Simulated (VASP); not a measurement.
# Te6Mo3H (a cell with a defect) in VASP: further runs, part 2 of 3

VASP 6.6.1.

**4. Single point, PBEsol+D3(BJ)**

INCAR

```
PREC = Accurate
ENCUT = 400
EDIFF = 1E-6
ISMEAR = 0
SIGMA = 0.05
LREAL = F
LASPH = T
NELM = 120
ALGO = Normal
ISIF = 2
LWAVE = F
LCHARG = T
GGA = PS
IVDW = 12
LELF = T
LVHAR = T
NBANDS = 50
GGA_COMPAT = F
```

KPOINTS

```
regular mesh
0
Gamma
  9 9 2
```

POSCAR

```
Te6Mo3H
1.0
    3.4334342720      0.0000000000      0.0000000000
   -1.7167171360      2.9734413017      0.0000000000
    0.0000000000      0.0000000000     20.7704294686
Te Mo H
6 3 1
Direct
    0.0000000000      0.0000000000      0.9125759363
    0.3333333333      0.6666666667      0.5917818730
    0.3333333333      0.6666666667      0.2333053354
    0.3333333333      0.6666666667      0.7666946646
    0.3333333333      0.6666666667      0.4082181270
    0.0000000000      0.0000000000      0.0874240637
    0.0000000000      0.0000000000      0.6791511892
    0.0000000000      0.0000000000      0.3208488108
    0.3333333333      0.6666666667      0.0000000000
   -0.1356431633     -0.4428215817      0.5856769680
```

Potentials or basis: VASP PAW PBE potentials, release 64 (Te, Mo_sv, H).

The run is started by

```console
cat potpaw_PBE.64/Te/POTCAR potpaw_PBE.64/Mo_sv/POTCAR potpaw_PBE.64/H/POTCAR > POTCAR
mpirun -np 1 vasp_std > vasp.out
```

OUTCAR:

```text
PREC = Accurate
   ENCUT = 400
   EDIFF = 1E-6
   ISMEAR = 0
   LREAL = F
   LASPH = T
   NELM = 120
   ISIF = 2
   GGA = PS
   IVDW = 12
 IVDW          = 12

 ion  position               nearest neighbor table
   1  0.000  0.000  0.913-   9 2.69   9 2.69   9 2.69   4 3.62   4 3.62   4 3.62   6 3.63
   2  0.333  0.667  0.592-  10 1.46  10 2.04   7 2.69   7 2.69   7 2.69   4 3.63
   3  0.333  0.667  0.233-   8 2.69   8 2.69   8 2.69   6 3.62   6 3.62   6 3.62   5 3.63
   4  0.333  0.667  0.767-   7 2.69   7 2.69   7 2.69   1 3.62   1 3.62   1 3.62   2 3.63
   5  0.333  0.667  0.408-   8 2.69   8 2.69   8 2.69   3 3.63
   6  0.000  0.000  0.087-   9 2.69   9 2.69   9 2.69   3 3.62   3 3.62   3 3.62   1 3.63
   7  0.000  0.000  0.679-   2 2.69   2 2.69   2 2.69   4 2.69   4 2.69   4 2.69
   8  0.000  0.000  0.321-   5 2.69   5 2.69   5 2.69   3 2.69   3 2.69   3 2.69
   9  0.333  0.667  0.000-   1 2.69   6 2.69   1 2.69   6 2.69   1 2.69   6 2.69
  10  0.864  0.557  0.586-   2 1.46   2 2.04

  LATTYP: Found a hexagonal cell.
 ALAT       =     3.4334342720
 C/A-ratio  =     6.0494617992

  Lattice vectors:

 A1 = (   3.4334342720,   0.0000000000,   0.0000000000)
 A2 = (  -1.7167171360,   2.9734413017,   0.0000000000)
 A3 = (   0.0000000000,   0.0000000000,  20.7704294686)

Analysis of symmetry for initial positions (statically):
=====================================================================
 Subroutine PRICEL returns:
 Original cell was already a primitive cell.

 Routine SETGRP: Setting up the symmetry group for a
 hexagonal supercell.

 Subroutine GETGRP returns: Found  1 space group operations
 (whereof  1 operations were pure point group operations)
 out of a pool of 24 trial point group operations.

The static configuration has the point symmetry C_1 .

Analysis of symmetry for dynamics (positions and initial velocities):
=====================================================================
 Subroutine PRICEL returns:
 Original cell was already a primitive cell.

 Routine SETGRP: Setting up the symmetry group for a
 hexagonal supercell.

 Subroutine GETGRP returns: Found  1 space group operations
 (whereof  1 operations were pure point group operations)
 out of a pool of 24 trial point group operations.

The dynamic configuration has the point symmetry C_1 .

 Subroutine INISYM returns: Found  1 space group operations
 (whereof  1 operations are pure point group operations),
 and found     1 'primitive' translations

----------------------------------------------------------------------------------------

                                     Primitive cell

  volume of cell :     212.0477

  direct lattice vectors                    reciprocal lattice vectors
     3.433434272  0.000000000  0.000000000     0.291253573  0.168155329  0.000000000
    -1.716717136  2.973441302  0.000000000     0.000000000  0.336310658  0.000000000
     0.000000000  0.000000000 20.770429469     0.000000000  0.000000000  0.048145369

  length of vectors
     3.433434272  3.433434272 20.770429469     0.336310658  0.336310658  0.048145369

  position of ions in fractional coordinates (direct lattice)
     0.000000000  0.000000000  0.912575936
     0.333333333  0.666666667  0.591781873
     0.333333333  0.666666667  0.233305335
[... 73 lines left out ...]
 [... further k-points ...]
   k-points           NKPTS =     82   k-points in BZ     NKDIM =     82   number of bands    NBANDS=     50
   number of dos      NEDOS =    301   number of ions     NIONS =     10
   total plane-waves  NPLWV =  80640
   dimension x,y,z NGX =    24 NGY =   24 NGZ =  140
   dimension x,y,z NGXF=    48 NGYF=   48 NGZF=  280
   ions per type =               6   3   1
   NGX,Y,Z   is equivalent  to a cutoff of  11.62, 11.62, 11.21 a.u.
   NGXF,Y,Z  is equivalent  to a cutoff of  23.24, 23.24, 22.41 a.u.
 SYSTEM =  unknown system
   PREC   = accura    normal or accurate (medium, high low for compatibility)
   ISTART =      0    job   : 0-new  1-cont  2-samecut
   ICHARG =      2    charge: 1-file 2-atom 10-const
   ISPIN  =      1    spin polarized calculation?
   LNONCOLLINEAR =      F non collinear calculations
   LSORBIT =      F    spin-orbit coupling
   LASPH  =      T    aspherical Exc in radial PAW
   ENCUT  =  400.0 eV  29.40 Ry    5.42 a.u.   5.60  5.60 33.87*2*pi/ulx,y,z
   NELM   =    120;   NELMIN=  2; NELMDL= -5     # of ELM steps
   EDIFF  = 0.1E-05   stopping-criterion for ELM
   LREAL  =      F    real-space projection
   EDIFFG = 0.1E-04   stopping-criterion for IOM
   NSW    =      0    number of steps for IOM
   IBRION =     -1    ionic relax: 0-MD 1-quasi-New 2-CG
   NFREE  =      0    steps in history (QN), initial steepest desc. (CG)
   ISIF   =      2    stress and relaxation
   ISYM   =      2    0-nonsym 1-usesym 2-fastsym
   POTIM  = 0.5000    time-step for ionic-motion
   TEBEG  =    0.0;   TEEND  =   0.0 temperature during run
   PSTRESS=    0.0 pullay stress
   NELECT =      79.0000    total number of electrons
   NUPDOWN=      -1.0000    fix difference up-down
   EMIN   =  10.00;   EMAX   =-10.00  energy-range for DOS
   EFERMI =   0.00;   METHOD = LEGACY
   ISMEAR =     0;   SIGMA  =   0.05  broadening in eV -4-tet -1-fermi 0-gaus
   EFERMI_NEDOS =   21; number of points for ismear=-14 and -15
   IALGO  =     38    algorithm
   IMIX   =      4    mixing-type and parameters
     AMIX     =   0.40;   BMIX     =  1.00
     AMIX_MAG =   1.60;   BMIX_MAG =  1.00
  volume/ion in A,a.u.               =      21.20       143.10
  Fermi-wavevector in a.u.,A,eV,Ry     =   1.177984  2.226067 18.880069  1.387646
  Thomas-Fermi vector in A             =   2.314321
   LORBIT       =      0    0 simple, 1 ext, 2 COOP (PROOUT), +10 PAW based schemes
   GGA     = PS    functional components
   LHFCALC =     F    Hartree Fock is set to
   AEXX    =    0.0000 exact exchange contribution
   IVDW    =    12    specifies the selected vdW correction
   LEPSILON=     F    determine dielectric tensor
   LRPA    =     F    only Hartree local field effects (RPA)
 non-spin polarized calculation
 Gauss-broadening in eV      SIGMA  =   0.05
  energy-cutoff  :      400.00
  volume of cell :      212.05
 maximum number of plane-waves:      3908
   NGX = 11   NGY = 11   NGZ = 67

 number of electron      78.9999991 magnetization

 Free energy of the ion-electron system (eV)
  ---------------------------------------------------
  ext. energy  EPLUGINS =         0.00000000
  ---------------------------------------------------
  free energy    TOTEN  =       -59.07992526 eV

  energy without entropy =      -59.07636741  energy(sigma->0) =      -59.07814633

 E-fermi :   9.5504     XC(G=0): -10.9081

 val. band max:        9.5383243540   @ k =  -0.2222   0.4444   0.0000
 cond. band min:       9.5587488465   @ k =   0.4444  -0.1111   0.5000
 fundamental gap:      0.0204244925
 Fermi energy:         9.5503575137

 k-point     1 :       0.0000    0.0000    0.0000
  band No.  band energies     occupation
      1     -51.6784      2.00000
      2     -51.6644      2.00000
      3     -51.6481      2.00000
      4     -25.9842      2.00000
      5     -25.9276      2.00000
      6     -25.9045      2.00000
[... 1261 lines left out ...]
     49      12.0034      0.00000
     50      12.1933      0.00000

 [... further k-points ...]

------------------------ aborting loop because EDIFF is reached ----------------------------------------

 Edisp (eV)   -5.03229

 E8    (eV) :    -3.4252

  FORCE on cell =-STRESS in cart. coord.  units (eV):
  Direction    XX          YY          ZZ          XY          YZ          ZX
  --------------------------------------------------------------------------------------
  -------------------------------------------------------------------------------------
  Total      12.46288     1.49397     3.71593     1.71758     1.18082     1.10250
  in kB      94.16629    11.28806    28.07659    12.97760     8.92199     8.33022
  external pressure =       44.51 kB  Pullay stress =        0.00 kB

 VOLUME and BASIS-vectors are now :
 -----------------------------------------------------------------------------
  energy-cutoff  :      400.00
  volume of cell :      212.05
      direct lattice vectors                 reciprocal lattice vectors
     3.433434272  0.000000000  0.000000000     0.291253573  0.168155329  0.000000000
    -1.716717136  2.973441302  0.000000000     0.000000000  0.336310658  0.000000000
     0.000000000  0.000000000 20.770429469     0.000000000  0.000000000  0.048145369

 POSITION                                       TOTAL-FORCE (eV/Angst)
 -----------------------------------------------------------------------------------
      0.00000      0.00000     18.95459         0.006188      0.015043     -0.038509
     -0.00000      1.98229     12.29156         5.103255      0.967979     -1.213445
     -0.00000      1.98229      4.84585        -0.000174     -0.002056     -0.036736
     -0.00000      1.98229     15.92458        -0.004665     -0.027620     -0.145204
     -0.00000      1.98229      8.47887        -0.008097     -0.004672      0.079956
      0.00000      0.00000      1.81584         0.000266      0.000957      0.052985
      0.00000      0.00000     14.10626         0.200086      0.528605      2.373721
      0.00000      0.00000      6.66417        -0.004671     -0.000612      0.002042
     -0.00000      1.98229      0.00000        -0.000975     -0.000502      0.000112
      2.01119      1.65674     12.16476        -5.291212     -1.477122     -1.074921
 -----------------------------------------------------------------------------------
    total drift:                                0.000055      0.000114      0.000084

  FREE ENERGIE OF THE ION-ELECTRON SYSTEM (eV)
  ---------------------------------------------------
  free  energy   TOTEN  =       -64.1122110774 eV

  energy  without entropy=      -64.1086532211  energy(sigma->0) =      -64.11043215
```

It took 13 min on 1 thread of Oxide Virtual Turin-like, shared host; peak memory 0.56 GiB.

Results:

```yaml
Free_energy: -64.1122 eV
Pressure: 4.5 GPa
Largest_force: 5.598 eV/Å
Band_gap_on_the_k_mesh: zero (an odd number of electrons rules out a gap without spin polarisation)
Dispersion_energy_per_atom: -0.503 eV
```

Forces on the atoms (eV/Å):
```
Te   0.006  0.015 -0.039
Te   5.103  0.968 -1.213
Te   0.000 -0.002 -0.037
Te  -0.005 -0.028 -0.145
Te  -0.008 -0.005  0.080
Te   0.000  0.001  0.053
Mo   0.200  0.529  2.374
Mo  -0.005 -0.001  0.002
Mo  -0.001 -0.001  0.000
H   -5.291 -1.477 -1.075
```

Caveat: the PAW data sets were made with another functional, which shifts forces and pressure a little; spin-orbit coupling is left out, which moves the levels of the heavy elements; an odd number of electrons without spin polarisation forces a metal; a magnetic or distorted state may lie lower.

(Continued in part 3 of 3.)

The gap in the log of VASP goes by the Fermi energy; the results here count the filled bands.